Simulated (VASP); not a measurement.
# Nb in VASP: a series of runs, part 2 of 2

VASP 6.6.1.

## (4) Relaxation of cell and atoms, PBE

INCAR

```
PREC     = Accurate       # precision mode
ENCUT    = 600            # plane-wave cutoff, eV
EDIFF    = 1E-6           # SCF threshold, eV
ISMEAR   = 0              # smearing method
SIGMA    = 0.1            # smearing width, eV
LREAL    = False          # projectors in reciprocal space
LASPH    = True           # aspherical terms in the spheres
NELM     = 80             # most SCF steps
ALGO     = Normal         # electronic algorithm
ISIF     = 3              # what is computed and relaxed
LWAVE    = False          # write WAVECAR
LCHARG   = False          # write CHGCAR
GGA      = PE             # functional
IBRION   = 2              # ionic algorithm
NSW      = 100            # ionic steps
EDIFFG   = -0.01          # ionic threshold
```

KPOINTS

```
regular mesh
0
Gamma
  20 20 20
```

POSCAR

```
Nb
1.0
    2.7382070276      0.0000000000      0.0000000000
    0.0000000000      2.7382070276      0.0000000000
    0.0000000000      0.0000000000      2.7382070276
Nb
1
Direct
    0.5000000000      0.5000000000      0.5000000000
```

Potentials or basis: VASP PAW PBE potentials, release 64 (Nb_sv).

The run is started by

```console
> cat potpaw_PBE.64/Nb_sv/POTCAR > POTCAR
> mpirun -np 1 vasp_std > vasp.out
```

OUTCAR:

```text
PREC = Accurate
   ENCUT = 600
   EDIFF = 1E-6
   ISMEAR = 0
   LREAL = False
   LASPH = True
   NELM = 80
   ISIF = 3
   GGA = PE
   IBRION = 2
   NSW = 100
   EDIFFG = -0.01

 ion  position               nearest neighbor table
   1  0.500  0.500  0.500-

  LATTYP: Found a simple cubic cell.
 ALAT       =     2.7382070276

  Lattice vectors:

 A1 = (   2.7382070276,   0.0000000000,   0.0000000000)
 A2 = (   0.0000000000,   2.7382070276,   0.0000000000)
 A3 = (   0.0000000000,   0.0000000000,   2.7382070276)

Analysis of symmetry for initial positions (statically):
=====================================================================
 Subroutine PRICEL returns:
 Original cell was already a primitive cell.

 Routine SETGRP: Setting up the symmetry group for a
 simple cubic supercell.

 Subroutine GETGRP returns: Found 48 space group operations
 (whereof 48 operations were pure point group operations)
 out of a pool of 48 trial point group operations.

The static configuration has the point symmetry O_h .

Analysis of symmetry for dynamics (positions and initial velocities):
=====================================================================
 Subroutine PRICEL returns:
 Original cell was already a primitive cell.

 Routine SETGRP: Setting up the symmetry group for a
[... 161 lines left out ...]
  -------------------------------------------------------------------------------------
  Total       -0.3383934     -0.3383934     -0.3383934      0.0000000      0.0000000     -0.0000000
  in kB      -26.4078843    -26.4078843    -26.4078843      0.0000000      0.0000000     -0.0000000
  external PRESSURE =     -26.4078843 kB  Pullay stress =       0.0000000 kB
[... 22 lines left out ...]
--------------------------------------- Ionic step        2  -------------------------------------------

 number of electron      13.0000001 magnetization

 E-fermi :  10.1422     XC(G=0): -11.9644

 val. band max:       10.1404440467   @ k =   0.3000   0.2000   0.0000
 cond. band min:      10.1465071012   @ k =   0.3000   0.2000   0.0500
 fundamental gap:      0.0060630545
 Fermi energy:        10.1421751468

 k-point     1 :       0.0000    0.0000    0.0000
  band No.  band energies     occupation
      1     -44.4813      2.00000
      2     -19.7078      2.00000
      3     -19.7078      2.00000
      4     -19.7078      2.00000
      5       4.5135      2.00000
      6       7.2915      2.00000
      7       7.2915      2.00000
      8      15.4446      0.00000
      9      15.4446      0.00000
     10      15.4446      0.00000
[... 333 lines left out ...]
--------------------------------------- Ionic step        3  -------------------------------------------

 number of electron      12.9999999 magnetization

 Free energy of the ion-electron system (eV)
  ---------------------------------------------------
  ext. energy  EPLUGINS =         0.00000000
  ---------------------------------------------------
  free energy    TOTEN  =        -9.22811891 eV

  energy without entropy =       -9.21978136  energy(sigma->0) =       -9.22395013

 E-fermi :   9.7729     XC(G=0): -11.8251

 val. band max:        9.7721702709   @ k =   0.3000   0.2000   0.0500
 cond. band min:       9.7839838377   @ k =   0.5000   0.4500   0.2000
 fundamental gap:      0.0118135669
 Fermi energy:         9.7728795201

 k-point     1 :       0.0000    0.0000    0.0000
  band No.  band energies     occupation
      1     -44.8570      2.00000
      2     -20.1442      2.00000
      3     -20.1442      2.00000
      4     -20.1442      2.00000
      5       4.2112      2.00000
      6       7.0364      2.00000
      7       7.0364      2.00000
      8      14.9087      0.00000
      9      14.9087      0.00000
     10      14.9087      0.00000
[... 327 lines left out ...]
  FREE ENERGIE OF THE ION-ELECTRON SYSTEM (eV)
  ---------------------------------------------------
  free  energy   TOTEN  =        -9.2281189129 eV

  energy  without entropy=       -9.2197813557  energy(sigma->0) =       -9.22395013

 reached required accuracy - stopping structural energy minimisation
```

Run time: 2.5 min. Hardware: 1 thread of Intel Xeon 8259CL, shared host; peak memory 0.2 GiB.

What came out:

```yaml
Free_energy: -9.2281 eV
Relaxed_volume: 20.09 Å³/atom
Relaxed_cell: a = 2.719 Å, b = 2.719 Å, c = 2.719 Å, α = 90.00°, β = 90.00°, γ = 90.00°
Space_group_after_relaxing_to_0.1_Å: Pm-3m (No. 221)
Energy_gained_by_relaxing: 3.7 meV/atom
Ionic_steps: 3
Pressure_after_relaxing: 0.0 GPa
Band_gap_on_the_k_mesh: zero (an odd number of electrons rules out a gap without spin polarisation)
```

Step by step:
```csv
step,energy change (eV),largest force (eV/Å),pressure (GPa),volume (Å³)
1,0.0000,0.0000,-2.64,20.53
2,0.0026,0.0000,3.75,19.54
3,-0.0037,0.0000,-0.03,20.09
```

Final structure:
```
Nb
1.0
     2.71858    0.00000    0.00000
     0.00000    2.71858    0.00000
     0.00000    0.00000    2.71858
Nb
1
Direct
  0.50000 0.50000 0.50000
```

## (5) Summary

```csv
task,cell,k mesh,cutoff (eV),gap on the mesh (eV),pressure (GPa)
single point,"a = 2.732, b = 2.732, c = 2.750 Å, 1 atom",6 × 6 × 6,520,none,-0.2
single point,"a = 2.720 Å, 1 atom",20 × 20 × 20,520,none,-0.2
relaxation of cell and atoms,"relaxed from a = 2.738 Å, 1 atom",20 × 20 × 20,600,none,0.0
```

Alike in all rows: level PBE; potentials or basis VASP PAW PBE potentials, release 64 (Nb_sv); no spin polarisation; smearing gaussian 0.1 eV.

Caveats: some runs use coarse meshes.

Total energies depend on the potentials used, so only differences within one code and one set of settings carry meaning.
